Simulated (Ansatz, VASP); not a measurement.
# K3S2: VASP beside Ansatz

```xyz
10
Lattice="3.6616 2.1140 6.6647 -3.6616 2.1140 6.6647 0.0000 -4.2281 6.6647" Properties=species:S:1:pos:R:3 pbc="T T T"
K    -1.4189   -2.1140    8.3308
K     2.5402   -0.1718    8.3308
K    -1.1214    2.2858    8.3308
K     1.4189    2.1140   11.6632
K    -2.5402    0.1718   11.6632
K     1.1214   -2.2858   11.6632
S     0.0000    0.0000   17.0385
S     0.0000    0.0000   12.9525
S     0.0000    0.0000    2.9555
S     0.0000    0.0000    7.0415
```

Alike in both runs: task single point; functional PBE; k mesh 3 × 3 × 3; occupations gaussian, width 0.1 eV; no spin polarisation.

|  | VASP | Ansatz |
| --- | --- | --- |
| version | VASP 6.6.1 | Ansatz 0.2.0 |
| potentials or method | VASP PAW PBE potentials, release 64 (K_sv, S), cutoff 520 eV | scalar-relativistic, plane waves, PAW |
| valence electrons in the cell | 78 | 78 |

```csv
,VASP,Ansatz,Ansatz less VASP
gap on the k mesh at the Fermi level (eV),none,none,-
pressure (GPa),5.9,5.8,-0.10
"traceless stress, the component that is largest in VASP (GPa)",-0.71,-0.70,+0.012
rms of the force components (eV/Å),0.145,0.144,-0.0015
```

Atom by atom the forces differ by 0.002 eV/Å (rms over components). A gap of «none» marks a metal or a gap that the smearing closes. The functional is the same, so the differences come from potentials, cutoffs and numerics.
